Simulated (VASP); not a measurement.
## Se: single point with LDA

The system is Se.

```
Se
1.0
     4.38071    0.00000    0.00000
    -2.19035    3.79380    0.00000
     0.00000    0.00000    4.97006
Se
3
Cartesian
  0.9874 0.0000 1.6567
  -0.4937 0.8551 3.3134
  1.6966 2.9387 0.0000
```

This cell differs from its parent crystal: volume scaled by 1.01.

- Program: VASP 6.6.1
- Task: single point
- Functional: LDA
- Potentials or basis: VASP PAW LDA potentials, release 64 (Se)
- Cutoff: 520 eV
- k mesh: 6 × 6 × 5
- Occupations: fermi-dirac, width 0.03 eV
- Spin: no spin polarisation
- Dipole correction: no
- Further INCAR settings: ALGO = Normal; EDIFF = 1e-06; NBANDS = 16

```
Pressure               : -1.6 GPa
Largest force          : 0.160 eV/Å
Band gap on the k mesh : 1.19 eV, indirect (least direct gap 1.39 eV)
```

Forces on the atoms (eV/Å):
```
Se   0.160  0.000  0.000
Se  -0.080  0.139  0.000
Se  -0.080 -0.139  0.000
```

Stress tensor (GPa, compression positive):
```
-1.97  0.00  0.00
 0.00 -1.97  0.00
 0.00  0.00 -0.87
```

Levels at points of the mesh, in eV from the valence-band top:
```
           k point  band 6  band 7  band 8  band 9  band 10  band 11  band 12  band 13
(0.00, 0.00, 0.00)   -3.64   -1.91   -1.91   -0.28     1.88     1.88     2.19     5.96
(0.50, 0.00, 0.00)   -3.32   -2.80   -1.66   -0.88     1.93     2.33     4.11     5.22
```

Wall time 18 s on 1 thread of Intel(R) Xeon(R) Platinum 8375C CPU @ 2.90GHz (Ice Lake) (shared host), peak memory 0.18 GiB.

 A k mesh can miss the band edges.
